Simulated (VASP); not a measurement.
**Na: single point with PBE**

Na:

```
Na
1.0
     0.00000    2.65979    2.65979
     2.65979    0.00000    2.65979
     2.65979    2.65979    0.00000
Na
1
Direct
  0.00000 0.00000 0.00000
```

This cell differs from its parent crystal: volume scaled by 1.018, to set the pressure.

```json
{
  "Program": "VASP 6.6.1",
  "Task": "single point",
  "Functional": "PBE",
  "Potentials or basis": "VASP PAW PBE potentials, release 64 (Na_pv)",
  "Cutoff": "520 eV",
  "k mesh": "13 × 13 × 13",
  "Occupations": "fermi-dirac, width 0.1 eV",
  "Spin": "no spin polarisation",
  "Dipole correction": "no",
  "Further INCAR settings": "ALGO = Normal; EDIFF = 1e-06; NBANDS = 10"
}
```

| Quantity | Value |
| --- | --- |
| Pressure | -0.1 GPa |

Levels at points of the mesh, in eV from the Fermi level:
```tsv
k point	band 1	band 2	band 3	band 4	band 5	band 6	band 7	band 8
(0.00, 0.00, 0.00)	-24.92	-24.92	-24.92	-3.26	11.00	11.00	11.00	12.08
```

Run time: 19 s on 1 thread of AMD EPYC 9R45 (Zen 5) (shared host), peak memory 0.12 GiB.

Caveat: the cell differs from its parent crystal (volume scaled by 1.018, to set the pressure).
